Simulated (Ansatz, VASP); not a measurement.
## Two plane-wave programs on TiPd

File INCAR:

```
ALGO = Normal ; EDIFF = 1E-6
ENCUT = 520 ; GGA = CA
ISIF = 2 ; ISMEAR = -1
LASPH = T ; LCHARG = T
LELF = T ; LREAL = F
LVHAR = T ; LWAVE = F
NBANDS = 18 ; NELM = 80
PREC = Accurate ; SIGMA = 0.05
```

The input KPOINTS:

```
k-points
0
Gamma
  8 8 6
```

POSCAR

```
TiPd
1.0
    2.8147090000      0.0000000000      0.0000000000
    0.0000000000      2.8147090000      0.0000000000
    0.0000000000      0.0000000000      3.8657640000
Ti Pd
1 1
Direct
    0.0000000000      0.0000000000      0.0000000000
    0.5000000000      0.5000000000      0.5000000000
```

Input for Ansatz:

```yaml
crystal:
  lattice:
    - [2.814709, 0.0, 0.0]
    - [0.0, 2.814709, 0.0]
    - [0.0, 0.0, 3.865764]
  atoms:
    - { symbol: Ti, position: [0.0, 0.0, 0.0] }
    - { symbol: Pd, position: [0.5, 0.5, 0.5] }
basis:
  ecutwfc: 500.0
kpoints:
  mp_grid:
    grid: [8, 8, 6]
hamiltonian:
  xc: lda
scf:
  occupations:
    method: fermi_dirac
    width: 0.05
output:
  stress: true
```

Alike in both runs: task single point; functional LDA; k mesh 8 × 8 × 6; occupations fermi-dirac, width 0.05 eV; no spin polarisation.

|  | VASP | Ansatz |
| --- | --- | --- |
| version | VASP 6.6.1 | Ansatz 0.2.0 |
| potentials or method | VASP PAW LDA potentials, release 64 (Ti_sv, Pd), cutoff 520 eV | plane waves, PAW |
| valence electrons in the cell | 22 | 30 |

|  | VASP | Ansatz | Ansatz less VASP |
| --- | --- | --- | --- |
| pressure (GPa) | -8.8 | -9.0 | -0.22 |
| traceless stress, the component that is largest in VASP (GPa) | -0.74 | -0.78 | -0.041 |

LDA's correlation is that of Perdew and Zunger in VASP and of Perdew and Wang (1992) in Ansatz. VASP's potentials hold 22 valence electrons a cell and Ansatz's 30, so a difference there can come from the potentials and not from the codes.
